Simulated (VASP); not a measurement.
The system is MnS.

```
Mn S
1.0
     0.00000    2.60450    2.60450
     2.60450    0.00000    2.60450
     2.60450    2.60450    0.00000
Mn S
1 1
Direct
  0.00000 0.00000 0.00000
  0.50000 0.50000 0.50000
```

- Program: VASP 6.6.1
- Task: relaxation of cell and atoms
- Functional: BLYP
- Dispersion: D4
- Potentials or basis: VASP PAW PBE potentials, release 64 (Mn_pv, S)
- Cutoff: 600 eV
- k mesh: 9 × 9 × 9
- Occupations: fermi-dirac, width 0.05 eV
- Spin: collinear spin, ferromagnetic start
- Starting moments: [4.0, 0.0] μB

At the start: pressure -5.4 GPa; volume 17.67 Å³/atom.

Q: Where does the relaxation end?

A: Over 5 steps the energy falls by 40.6 meV/atom and the volume is 15.35 Å³/atom (-13.1 %); space group Fm-3m (No. 225, to 0.1 Å) before and after; moment 4.01 μB per cell.

The path:
| step | energy change (eV) | largest force (eV/Å) | pressure (GPa) | volume (Å³) |
| --- | --- | --- | --- | --- |
| 1 | 0.0000 | 0.0000 | -5.40 | 35.33 |
| 2 | -0.0686 | 0.0000 | -2.03 | 32.38 |
| 3 | -0.0811 | 0.0000 | -0.23 | 30.81 |
| 4 | -0.0811 | 0.0000 | 0.17 | 30.62 |
| 5 | -0.0812 | 0.0000 | -0.02 | 30.71 |

Final structure:
```cif
data_structure
_symmetry_space_group_name_H-M 'P 1'
_symmetry_Int_Tables_number 1
_cell_length_a 3.5149
_cell_length_b 3.5149
_cell_length_c 3.5149
_cell_angle_alpha 60.000
_cell_angle_beta 60.000
_cell_angle_gamma 60.000
_cell_volume 30.71
loop_
_atom_site_label
_atom_site_type_symbol
_atom_site_fract_x
_atom_site_fract_y
_atom_site_fract_z
_atom_site_occupancy
Mn1 Mn 0.00000 0.00000 0.00000 1
S1 S 0.50000 0.50000 0.50000 1
```

Caveat: the PAW data sets were made with another functional, which shifts forces and pressure a little; a cell with one magnetic atom can't hold antiferromagnetic order, which such compounds often take.
